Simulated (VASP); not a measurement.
# TaN (Fm-3m) in VASP: further runs

Runs on TaN. Level: PBE. Tasks: single point.

Program: VASP 6.6.1. These are calculated values, not measurements. Logs are shortened: lines on timing, memory, paths and dates and some standing lists are left out, and cuts for length are marked.

## (1) The cell of the first run

Symmetry: Fm-3m, No. 225, cubic system. Conventional cell: a = 4.423 Å, b = 4.423 Å, c = 4.423 Å, α = 90.00°, β = 90.00°, γ = 90.00°. Ta (site symmetry m-3m) has 6 N at 2.21 Å within 2.9 Å. N (site symmetry m-3m) has 6 Ta at 2.21 Å within 2.9 Å.

## (2) Single point, PBE

INCAR reads:

```
SYSTEM = TaN
ALGO = Normal ; EDIFF = 1E-7
ENCUT = 520 ; GGA = PE
ISIF = 2 ; ISMEAR = 0
LASPH = .True. ; LCHARG = .False.
LREAL = .False. ; LWAVE = .False.
NBANDS = 15 ; NELM = 100
PREC = Accurate ; SIGMA = 0.020999999999999998
```

KPOINTS reads:

```
k-points
0
Gamma
  10 10 10
  0 0 0
```

POSCAR reads:

```
TaN
1.0
    0.0000000000      2.2113230000      2.2113230000
    2.2113230000      0.0000000000      2.2113230000
    2.2113230000      2.2113230000      0.0000000000
Ta N
1 1
Direct
    0.5000000000      0.5000000000      0.5000000000
    0.0000000000      0.0000000000      0.0000000000
```

Potentials or basis: VASP PAW PBE potentials, release 64 (Ta_pv, N).

Started as:

```
> cat potpaw_PBE.64/Ta_pv/POTCAR potpaw_PBE.64/N/POTCAR > POTCAR
> mpirun -np 1 vasp_std > vasp.out
```

OUTCAR:

```text
SYSTEM = TaN
   EDIFF = 1E-7
   ENCUT = 520
   GGA = PE
   ISIF = 2
   ISMEAR = 0
   LASPH = .True.
   LREAL = .False.
   NELM = 100
   PREC = Accurate

 ion  position               nearest neighbor table
   1  0.500  0.500  0.500-   2 2.21   2 2.21   2 2.21   2 2.21   2 2.21   2 2.21
   2  0.000  0.000  0.000-   1 2.21   1 2.21   1 2.21   1 2.21   1 2.21   1 2.21

  LATTYP: Found a face centered cubic cell.
 ALAT       =     4.4226460000

  Lattice vectors:

 A1 = (   0.0000000000,   2.2113230000,   2.2113230000)
 A2 = (   2.2113230000,   0.0000000000,   2.2113230000)
 A3 = (   2.2113230000,   2.2113230000,   0.0000000000)

Analysis of symmetry for initial positions (statically):
=====================================================================
 Subroutine PRICEL returns:
 Original cell was already a primitive cell.

 Routine SETGRP: Setting up the symmetry group for a
 face centered cubic supercell.

 Subroutine GETGRP returns: Found 48 space group operations
 (whereof 48 operations were pure point group operations)
 out of a pool of 48 trial point group operations.

The static configuration has the point symmetry O_h .

Analysis of symmetry for dynamics (positions and initial velocities):
=====================================================================
 Subroutine PRICEL returns:
 Original cell was already a primitive cell.

 Routine SETGRP: Setting up the symmetry group for a
 face centered cubic supercell.

 Subroutine GETGRP returns: Found 48 space group operations
 (whereof 48 operations were pure point group operations)
 out of a pool of 48 trial point group operations.

The dynamic configuration has the point symmetry O_h .

 Subroutine INISYM returns: Found 48 space group operations
 (whereof 48 operations are pure point group operations),
 and found     1 'primitive' translations

----------------------------------------------------------------------------------------

                                     Primitive cell

  volume of cell :      21.6265

  direct lattice vectors                    reciprocal lattice vectors
     0.000000000  2.211323000  2.211323000    -0.226108985  0.226108985  0.226108985
     2.211323000  0.000000000  2.211323000     0.226108985 -0.226108985  0.226108985
     2.211323000  2.211323000  0.000000000     0.226108985  0.226108985 -0.226108985

  length of vectors
     3.127282977  3.127282977  3.127282977     0.391632251  0.391632251  0.391632251

  position of ions in fractional coordinates (direct lattice)
[... 90 lines left out ...]
   NELECT =      16.0000    total number of electrons
   NUPDOWN=      -1.0000    fix difference up-down
   EMIN   =  10.00;   EMAX   =-10.00  energy-range for DOS
   EFERMI =   0.00;   METHOD = LEGACY
   ISMEAR =     0;   SIGMA  =   0.02  broadening in eV -4-tet -1-fermi 0-gaus
   EFERMI_NEDOS =   21; number of points for ismear=-14 and -15
   IALGO  =     38    algorithm
   IMIX   =      4    mixing-type and parameters
     AMIX     =   0.40;   BMIX     =  1.00
     AMIX_MAG =   1.60;   BMIX_MAG =  1.00
  volume/ion in A,a.u.               =      10.81        72.97
  Fermi-wavevector in a.u.,A,eV,Ry     =   1.480651  2.798024 29.828417  2.192327
  Thomas-Fermi vector in A             =   2.594659
   LORBIT       =      0    0 simple, 1 ext, 2 COOP (PROOUT), +10 PAW based schemes
   GGA     = PE    functional components
   LHFCALC =     F    Hartree Fock is set to
   AEXX    =    0.0000 exact exchange contribution
   IVDW    =     0    specifies the selected vdW correction
   LEPSILON=     F    determine dielectric tensor
   LRPA    =     F    only Hartree local field effects (RPA)
 non-spin polarized calculation
 Gauss-broadening in eV      SIGMA  =   0.02
  energy-cutoff  :      520.00
  volume of cell :       21.63
 maximum number of plane-waves:       592
   NGX = 11   NGY = 11   NGZ = 11

 number of electron      16.0000003 magnetization

 Free energy of the ion-electron system (eV)
  ---------------------------------------------------
  ext. energy  EPLUGINS =         0.00000000
  ---------------------------------------------------
  free energy    TOTEN  =       -21.83886028 eV

  energy without entropy =      -21.83836517  energy(sigma->0) =      -21.83861272

 E-fermi :   9.4084     XC(G=0): -13.3448

 val. band max:        9.4077464166   @ k =   0.0000   0.0000   0.0000
 cond. band min:       9.4174994120   @ k =  -0.3000   0.3000   0.1000
 fundamental gap:      0.0097529954
 Fermi energy:         9.4084039568

 k-point     1 :       0.0000    0.0000    0.0000
  band No.  band energies     occupation
      1     -26.4711      2.00000
      2     -26.4711      2.00000
      3     -26.4711      2.00000
      4      -9.3586      2.00000
      5       5.5907      2.00000
      6       5.5907      2.00000
      7       5.5907      2.00000
      8       7.2892      2.00000
      9       7.2892      2.00000
     10       7.2892      2.00000
     11       9.4077      1.03537
     12       9.4077      1.03532
     13      10.7343      0.00000
     14      18.7518      0.00000
[... 401 lines left out ...]
      2     -26.6979      2.00000
      3     -26.6739      2.00000
      4      -7.8289      2.00000
      5       1.4937      2.00000
      6       3.5495      2.00000
      7       4.2155      2.00000
      8       5.5545      2.00000
      9      11.4690      0.00000
     10      12.1975      0.00000
     11      12.2763      0.00000
     12      13.0967      0.00000
     13      17.5754      0.00000
     14      19.8463      0.00000
     15      21.6688      0.00000

 [... further k-points ...]

------------------------ aborting loop because EDIFF is reached ----------------------------------------

  FORCE on cell =-STRESS in cart. coord.  units (eV):
  Direction    XX          YY          ZZ          XY          YZ          ZX
  --------------------------------------------------------------------------------------
  -------------------------------------------------------------------------------------
  Total       -0.0810876     -0.0810876     -0.0810876      0.0000000      0.0000000      0.0000000
  in kB       -6.0072856     -6.0072856     -6.0072856      0.0000000      0.0000000      0.0000000
  external PRESSURE =      -6.0072856 kB  Pullay stress =       0.0000000 kB

 VOLUME and BASIS-vectors are now :
 -----------------------------------------------------------------------------
  energy-cutoff  :      520.00
  volume of cell :       21.63
      direct lattice vectors                 reciprocal lattice vectors
     0.000000000  2.211323000  2.211323000    -0.226108985  0.226108985  0.226108985
     2.211323000  0.000000000  2.211323000     0.226108985 -0.226108985  0.226108985
     2.211323000  2.211323000  0.000000000     0.226108985  0.226108985 -0.226108985

 POSITION                                       TOTAL-FORCE (eV/Angst)
 -----------------------------------------------------------------------------------
      2.21132      2.21132      2.21132        -0.000000      0.000000     -0.000000
      0.00000      0.00000      0.00000         0.000000     -0.000000      0.000000
 -----------------------------------------------------------------------------------
    total drift:                                0.000000     -0.000000     -0.000000

  FREE ENERGIE OF THE ION-ELECTRON SYSTEM (eV)
  ---------------------------------------------------
  free  energy   TOTEN  =       -21.8388602756 eV

  energy  without entropy=      -21.8383651741  energy(sigma->0) =      -21.83861272
```

stdout:

```text
POSCAR found type information on POSCAR TaN
 POSCAR found :  2 types and       2 ions
 scaLAPACK will be used
 LDA part: xc-table for (Slater+PW92), standard interpolation
 POSCAR, INCAR and KPOINTS ok, starting setup
 FFT: planning ... GRIDC
 FFT: planning ... GRID_SOFT
 FFT: planning ... GRID
 WAVECAR not read
 entering main loop
```

Wall time 5.8 s (1 thread of Intel Xeon 6975P-C (Granite Rapids), shared host); peak memory 0.14 GiB.

What came out:

```yaml
Free_energy: -21.8389 eV
Pressure: -0.6 GPa
Band_gap_on_the_k_mesh: zero (band 8 reaches 11.20 eV, above the bottom of band 9 at 7.29 eV)
```

Levels at points of the mesh, in eV from the Fermi level:
| k point | band 5 | band 6 | band 7 | band 8 | band 9 | band 10 | band 11 | band 12 |
| --- | --- | --- | --- | --- | --- | --- | --- | --- |
| (0.00, 0.00, 0.00) | -3.82 | -3.82 | -3.82 | -2.12 | -2.12 | -2.12 | 0.00 | 0.00 |
| (0.50, 0.00, 0.00) | -10.29 | -7.50 | -7.50 | 1.79 | 1.79 | 1.88 | 3.72 | 7.30 |
| (0.50, 0.50, 0.00) | -6.66 | -5.41 | -4.64 | -4.64 | 2.00 | 3.38 | 3.38 | 4.30 |

Caveat: spin-orbit coupling is left out, which moves the levels of the heavy elements.

## (3) Single point, PBE

INCAR reads:

```
SYSTEM = TaN
PREC = Accurate ; ENCUT = 520
EDIFF = 1E-7 ; ISMEAR = 0
SIGMA = 0.017 ; LREAL = .FALSE.
LASPH = .TRUE. ; NELM = 80
ALGO = Normal ; ISIF = 2
LWAVE = .FALSE. ; LCHARG = .TRUE.
GGA = PE ; LELF = .TRUE.
LVHAR = .TRUE. ; NBANDS = 15
```

KPOINTS reads:

```
regular mesh
0
G
  10 10 10
  0 0 0
```

POSCAR is that of step 2.

Potentials or basis: VASP PAW PBE potentials, release 64 (Ta_pv, N).

Started as:

```
> cat potpaw_PBE.64/Ta_pv/POTCAR potpaw_PBE.64/N/POTCAR > POTCAR
> mpirun -np 1 vasp_std > vasp.out
```

Run time: 6.2 s. Hardware: 1 thread of Intel Xeon 6975P-C (Granite Rapids), shared host; peak memory 0.14 GiB.

It converged, with:

```
Free energy            : -21.8388 eV
Pressure               : -0.6 GPa
Band gap on the k mesh : zero (band 8 reaches 11.20 eV, above the bottom of band 9 at 7.29 eV)
```

Levels at points of the mesh, in eV from the Fermi level:
```tsv
k point	band 6	band 7	band 8	band 9	band 10	band 11
(0.00, 0.00, 0.00)	-3.82	-3.82	-2.12	-2.12	-2.12	0.00
(0.50, 0.00, 0.00)	-7.50	-7.50	1.79	1.79	1.88	3.71
(0.50, 0.50, 0.00)	-5.41	-4.64	-4.64	2.00	3.38	3.38
```

Caveat: spin-orbit coupling is left out, which moves the levels of the heavy elements.
